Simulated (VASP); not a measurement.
# GaAs3 (P3m1) in VASP: single point with PBE

Aim: the single point of GaAs3 with PBE.

All numbers are computed with VASP 6.6.1; they aren't measurements. Logs are shortened: lines on timing, memory, paths and dates and some standing lists are left out, and cuts for length are marked.

### Step 1. The cell of the first run

The structure is trigonal, space group P3m1 (No. 156). The conventional cell has a = 3.970 Å, b = 3.970 Å, c = 6.793 Å, α = 90.00°, β = 90.00°, γ = 120.00°. Within 3.2 Å of Ga (site symmetry 3m) lie 4 As at 2.46 to 2.53 Å. Within 3.3 Å of As (site symmetry 3m) lie 1 Ga at 2.53 Å and 3 As at 2.58 Å. Within 3.2 Å of As (site symmetry 3m) lie 3 Ga at 2.46 Å and 3 As at 3.17 Å. As (site symmetry 3m) has 6 As at 2.58 to 3.17 Å within 3.4 Å.

### Step 2. Single point, PBE

INCAR

```
SYSTEM = GaAs3
  ALGO = Normal
  EDIFF = 1E-6
  ENCUT = 500
  GGA = PE
  GGA_COMPAT = .FALSE.
  ISIF = 2
  ISMEAR = 0
  LASPH = .TRUE.
  LCHARG = .FALSE.
  LREAL = .FALSE.
  LWAVE = .FALSE.
  NBANDS = 22
  NELM = 120
  PREC = Accurate
  SIGMA = 0.2
```

KPOINTS

```
k-points
0
G
  6 6 3
  0 0 0
```

POSCAR

```
GaAs3
1.0
    3.9695039260      0.0000000000      0.0000000000
   -1.9847519630      3.4376912403      0.0000000000
    0.0000000000      0.0000000000      6.7933364336
Ga As
1 3
Direct
    0.3333333333      0.6666666667      0.1509175273
    0.3333333333      0.6666666667      0.5238598942
    0.0000000000      0.0000000000      0.0209448291
    0.6666666667      0.3333333333      0.6992777494
```

Potentials or basis: VASP PAW PBE potentials, release 64 (Ga_d, As).

Command:

```sh
$ cat potpaw_PBE.64/Ga_d/POTCAR potpaw_PBE.64/As/POTCAR > POTCAR
$ mpirun -np 1 vasp_std > vasp.out
```

OUTCAR:

```text
SYSTEM = GaAs3
   EDIFF = 1E-6
   ENCUT = 500
   GGA = PE
   ISIF = 2
   ISMEAR = 0
   LASPH = .TRUE.
   LREAL = .FALSE.
   NELM = 120
   PREC = Accurate

 ion  position               nearest neighbor table
   1  0.333  0.667  0.151-   3 2.46   3 2.46   3 2.46   2 2.53
   2  0.333  0.667  0.524-   1 2.53   4 2.58   4 2.58   4 2.58
   3  0.000  0.000  0.021-   1 2.46   1 2.46   1 2.46
   4  0.667  0.333  0.699-   2 2.58   2 2.58   2 2.58

  LATTYP: Found a hexagonal cell.
 ALAT       =     3.9695039260
 C/A-ratio  =     1.7113817143

  Lattice vectors:

 A1 = (   3.9695039260,   0.0000000000,   0.0000000000)
 A2 = (  -1.9847519630,   3.4376912403,   0.0000000000)
 A3 = (   0.0000000000,   0.0000000000,   6.7933364336)

Analysis of symmetry for initial positions (statically):
=====================================================================
 Subroutine PRICEL returns:
 Original cell was already a primitive cell.

 Routine SETGRP: Setting up the symmetry group for a
 hexagonal supercell.

 Subroutine GETGRP returns: Found  6 space group operations
 (whereof  6 operations were pure point group operations)
 out of a pool of 24 trial point group operations.

The static configuration has the point symmetry C_3v.

Analysis of symmetry for dynamics (positions and initial velocities):
=====================================================================
 Subroutine PRICEL returns:
 Original cell was already a primitive cell.

 Routine SETGRP: Setting up the symmetry group for a
 hexagonal supercell.

 Subroutine GETGRP returns: Found  6 space group operations
 (whereof  6 operations were pure point group operations)
 out of a pool of 24 trial point group operations.

The dynamic configuration has the point symmetry C_3v.

 Subroutine INISYM returns: Found  6 space group operations
 (whereof  6 operations are pure point group operations),
 and found     1 'primitive' translations

----------------------------------------------------------------------------------------

                                     Primitive cell

  volume of cell :      92.7014

  direct lattice vectors                    reciprocal lattice vectors
     3.969503926  0.000000000  0.000000000     0.251920648  0.145446454  0.000000000
    -1.984751963  3.437691240  0.000000000     0.000000000  0.290892908  0.000000000
     0.000000000  0.000000000  6.793336434     0.000000000  0.000000000  0.147203073

  length of vectors
     3.969503926  3.969503926  6.793336434     0.290892908  0.290892908  0.147203073

  position of ions in fractional coordinates (direct lattice)
     0.333333333  0.666666667  0.150917527
     0.333333333  0.666666667  0.523859894
     0.000000000  0.000000000  0.020944829
     0.666666667  0.333333333  0.699277749

  ion indices of the primitive-cell ions
   primitive index   ion index
                 1           1
                 2           2
                 3           3
                 4           4

----------------------------------------------------------------------------------------

 KPOINTS: k-points

Automatic generation of k-mesh.
 Grid dimensions read from file:
 generate k-points for:    6    6    3

 Generating k-lattice:

  Cartesian coordinates                     Fractional coordinates (reciprocal lattice)
     0.041986775  0.024241076  0.000000000     0.166666667  0.000000000  0.000000000
     0.000000000  0.048482151  0.000000000     0.000000000  0.166666667  0.000000000
     0.000000000  0.000000000  0.049067691     0.000000000  0.000000000  0.333333333

  Length of vectors
     0.048482151  0.048482151  0.049067691

  Shift w.r.t. Gamma in fractional coordinates (k-lattice)
     0.000000000  0.000000000  0.000000000

 Subroutine IBZKPT returns following result:
 ===========================================

 Found     17 irreducible k-points:

 Following reciprocal coordinates:
            Coordinates               Weight
  0.000000  0.000000  0.000000      1.000000
  0.166667 -0.000000  0.000000      6.000000
  0.333333 -0.000000  0.000000      6.000000
  0.500000 -0.000000  0.000000      3.000000
  0.166667  0.166667  0.000000      6.000000
  0.333333  0.166667  0.000000     12.000000
[... 9 lines left out ...]
 -0.166667  0.500000  0.333333     12.000000
  0.333333  0.333333  0.333333      4.000000
   k-points           NKPTS =     17   k-points in BZ     NKDIM =     17   number of bands    NBANDS=     22
   number of dos      NEDOS =    301   number of ions     NIONS =      4
   total plane-waves  NPLWV =  45000
   dimension x,y,z NGX =    30 NGY =   30 NGZ =   50
   dimension x,y,z NGXF=    60 NGYF=   60 NGZF=  100
   ions per type =               1   3
   NGX,Y,Z   is equivalent  to a cutoff of  12.56, 12.56, 12.24 a.u.
   NGXF,Y,Z  is equivalent  to a cutoff of  25.13, 25.13, 24.47 a.u.
 SYSTEM =  GaAs3
   PREC   = accura    normal or accurate (medium, high low for compatibility)
   ISTART =      0    job   : 0-new  1-cont  2-samecut
   ICHARG =      2    charge: 1-file 2-atom 10-const
   ISPIN  =      1    spin polarized calculation?
   LNONCOLLINEAR =      F non collinear calculations
   LSORBIT =      F    spin-orbit coupling
   LASPH  =      T    aspherical Exc in radial PAW
   ENCUT  =  500.0 eV  36.75 Ry    6.06 a.u.   7.24  7.24 12.39*2*pi/ulx,y,z
   NELM   =    120;   NELMIN=  2; NELMDL= -5     # of ELM steps
   EDIFF  = 0.1E-05   stopping-criterion for ELM
   LREAL  =      F    real-space projection
   EDIFFG = 0.1E-04   stopping-criterion for IOM
   NSW    =      0    number of steps for IOM
   IBRION =     -1    ionic relax: 0-MD 1-quasi-New 2-CG
   NFREE  =      0    steps in history (QN), initial steepest desc. (CG)
   ISIF   =      2    stress and relaxation
   ISYM   =      2    0-nonsym 1-usesym 2-fastsym
   POTIM  = 0.5000    time-step for ionic-motion
   TEBEG  =    0.0;   TEEND  =   0.0 temperature during run
   PSTRESS=    0.0 pullay stress
   NELECT =      28.0000    total number of electrons
   NUPDOWN=      -1.0000    fix difference up-down
   EMIN   =  10.00;   EMAX   =-10.00  energy-range for DOS
   EFERMI =   0.00;   METHOD = LEGACY
   ISMEAR =     0;   SIGMA  =   0.20  broadening in eV -4-tet -1-fermi 0-gaus
   EFERMI_NEDOS =   21; number of points for ismear=-14 and -15
   IALGO  =     38    algorithm
   IMIX   =      4    mixing-type and parameters
     AMIX     =   0.40;   BMIX     =  1.00
     AMIX_MAG =   1.60;   BMIX_MAG =  1.00
  volume/ion in A,a.u.               =      23.18       156.39
  Fermi-wavevector in a.u.,A,eV,Ry     =   1.098412  2.075698 16.415563  1.206510
  Thomas-Fermi vector in A             =   2.234789
   LORBIT       =      0    0 simple, 1 ext, 2 COOP (PROOUT), +10 PAW based schemes
   GGA     = PE    functional components
   LHFCALC =     F    Hartree Fock is set to
   AEXX    =    0.0000 exact exchange contribution
   IVDW    =     0    specifies the selected vdW correction
   LEPSILON=     F    determine dielectric tensor
   LRPA    =     F    only Hartree local field effects (RPA)
 non-spin polarized calculation
 Gauss-broadening in eV      SIGMA  =   0.20
  energy-cutoff  :      500.00
  volume of cell :       92.70
 maximum number of plane-waves:      2363
 NGX is ok and might be reduce to    30
   NGX = 15   NGY = 15   NGZ = 25

 number of electron      28.0000006 magnetization

 Free energy of the ion-electron system (eV)
  ---------------------------------------------------
  ext. energy  EPLUGINS =         0.00000000
  ---------------------------------------------------
  free energy    TOTEN  =       -17.13503900 eV

  energy without entropy =      -17.13122529  energy(sigma->0) =      -17.13313215

 E-fermi :   4.1533     XC(G=0):  -9.5809

 val. band max:        3.9339545018   @ k =   0.1667  -0.0000   0.3333
 cond. band min:       4.3174999563   @ k =   0.5000  -0.0000   0.0000
 fundamental gap:      0.3835454546
 Fermi energy:         4.1533058123

 k-point     1 :       0.0000    0.0000    0.0000
  band No.  band energies     occupation
      1     -10.7082      2.00000
      2     -10.6302      2.00000
      3     -10.6302      2.00000
      4     -10.5747      2.00000
      5     -10.5747      2.00000
      6      -9.7377      2.00000
[... 14 lines left out ...]
     21       8.9501      0.00000
     22      10.8994      0.00000

 k-point     2 :       0.1667   -0.0000    0.0000
  band No.  band energies     occupation
      1     -10.7018      2.00000
      2     -10.6451      2.00000
      3     -10.6267      2.00000
      4     -10.5774      2.00000
      5     -10.5706      2.00000
      6      -9.4483      2.00000
[... 14 lines left out ...]
     21       9.7436      0.00000
     22      10.7409      0.00000

 k-point     3 :       0.3333   -0.0000    0.0000
  band No.  band energies     occupation
      1     -10.7034      2.00000
      2     -10.6575      2.00000
      3     -10.6223      2.00000
      4     -10.5830      2.00000
      5     -10.5597      2.00000
      6      -8.6350      2.00000
[... 14 lines left out ...]
     21      11.0585      0.00000
     22      11.8798      0.00000

 k-point     4 :       0.5000   -0.0000    0.0000
  band No.  band energies     occupation
      1     -10.7114      2.00000
      2     -10.6559      2.00000
      3     -10.6211      2.00000
      4     -10.5856      2.00000
      5     -10.5532      2.00000
      6      -7.8139      2.00000
[... 14 lines left out ...]
     21      12.0928      0.00000
     22      12.2244      0.00000

 k-point     5 :       0.1667    0.1667    0.0000
  band No.  band energies     occupation
      1     -10.6994      2.00000
      2     -10.6570      2.00000
      3     -10.6242      2.00000
      4     -10.5795      2.00000
      5     -10.5649      2.00000
      6      -8.8922      2.00000
[... 14 lines left out ...]
     21      10.2850      0.00000
     22      11.3551      0.00000

 k-point     6 :       0.3333    0.1667    0.0000
  band No.  band energies     occupation
      1     -10.7065      2.00000
      2     -10.6572      2.00000
      3     -10.6240      2.00000
      4     -10.5810      2.00000
      5     -10.5585      2.00000
      6      -7.9178      2.00000
[... 14 lines left out ...]
     21      11.3251      0.00000
     22      11.6302      0.00000

 k-point     7 :       0.3333    0.3333    0.0000
  band No.  band energies     occupation
      1     -10.7060      2.00000
      2     -10.6569      2.00000
      3     -10.6265      2.00000
      4     -10.5760      2.00000
      5     -10.5626      2.00000
      6      -6.9770      2.00000
[... 149 lines left out ...]
      6      -7.7989      2.00000
[... 14 lines left out ...]
     21      11.0050      0.00000
     22      12.7335      0.00000

 k-point    14 :       0.1667    0.1667    0.3333
  band No.  band energies     occupation
      1     -10.7018      2.00000
      2     -10.6533      2.00000
      3     -10.6245      2.00000
      4     -10.5798      2.00000
      5     -10.5648      2.00000
      6      -8.8084      2.00000
[... 14 lines left out ...]
     21      10.2747      0.00000
     22      11.3043      0.00000

 k-point    15 :       0.3333    0.1667    0.3333
  band No.  band energies     occupation
      1     -10.7073      2.00000
      2     -10.6551      2.00000
      3     -10.6244      2.00000
      4     -10.5812      2.00000
      5     -10.5585      2.00000
      6      -7.8625      2.00000
[... 14 lines left out ...]
     21      11.2747      0.00000
     22      12.0205      0.00000

 k-point    16 :      -0.1667    0.5000    0.3333
  band No.  band energies     occupation
      1     -10.7070      2.00000
      2     -10.6555      2.00000
      3     -10.6244      2.00000
      4     -10.5811      2.00000
      5     -10.5585      2.00000
      6      -7.8776      2.00000
[... 14 lines left out ...]
     21      11.4787      0.00000
     22      11.9674      0.00000

 k-point    17 :       0.3333    0.3333    0.3333
  band No.  band energies     occupation
      1     -10.7062      2.00000
      2     -10.6554      2.00000
      3     -10.6270      2.00000
      4     -10.5760      2.00000
      5     -10.5626      2.00000
      6      -6.9570      2.00000
[... 14 lines left out ...]
     21      11.0280      0.00000
     22      12.0503      0.00000

------------------------ aborting loop because EDIFF is reached ----------------------------------------

  FORCE on cell =-STRESS in cart. coord.  units (eV):
  Direction    XX          YY          ZZ          XY          YZ          ZX
  --------------------------------------------------------------------------------------
  -------------------------------------------------------------------------------------
  Total        0.0622769      0.0622769      0.0533121      0.0000000     -0.0000000      0.0000000
  in kB        1.0763452      1.0763452      0.9214041      0.0000000     -0.0000000      0.0000000
  external PRESSURE =       1.0246982 kB  Pullay stress =       0.0000000 kB

 VOLUME and BASIS-vectors are now :
 -----------------------------------------------------------------------------
  energy-cutoff  :      500.00
  volume of cell :       92.70
      direct lattice vectors                 reciprocal lattice vectors
     3.969503926  0.000000000  0.000000000     0.251920648  0.145446454  0.000000000
    -1.984751963  3.437691240  0.000000000     0.000000000  0.290892908  0.000000000
     0.000000000  0.000000000  6.793336434     0.000000000  0.000000000  0.147203073

 POSITION                                       TOTAL-FORCE (eV/Angst)
 -----------------------------------------------------------------------------------
     -0.00000      2.29179      1.02523        -0.000000     -0.000000     -0.015726
     -0.00000      2.29179      3.55876         0.000000      0.000000     -0.079741
      0.00000      0.00000      0.14229        -0.000000      0.000000      0.013965
      1.98475      1.14590      4.75043         0.000000     -0.000000      0.081503
 -----------------------------------------------------------------------------------
    total drift:                               -0.000000      0.000000     -0.000525

  FREE ENERGIE OF THE ION-ELECTRON SYSTEM (eV)
  ---------------------------------------------------
  free  energy   TOTEN  =       -17.1350390049 eV

  energy  without entropy=      -17.1312252887  energy(sigma->0) =      -17.13313215
```

It took 29 s on 1 thread of Intel Xeon Platinum 8488C (Sapphire Rapids), shared host; peak memory 0.2 GiB.

Results:

- Free energy: -17.1350 eV
- Pressure: 0.1 GPa
- Largest force: 0.082 eV/Å
- Band gap on the k mesh: 0.38 eV (least direct gap 0.85 eV)

Forces on the atoms (eV/Å):
```
Ga   0.000  0.000 -0.016
As   0.000  0.000 -0.080
As   0.000  0.000  0.014
As   0.000  0.000  0.082
```

Caveat: an odd mesh through Γ misses points on the zone boundary, where band edges can lie.
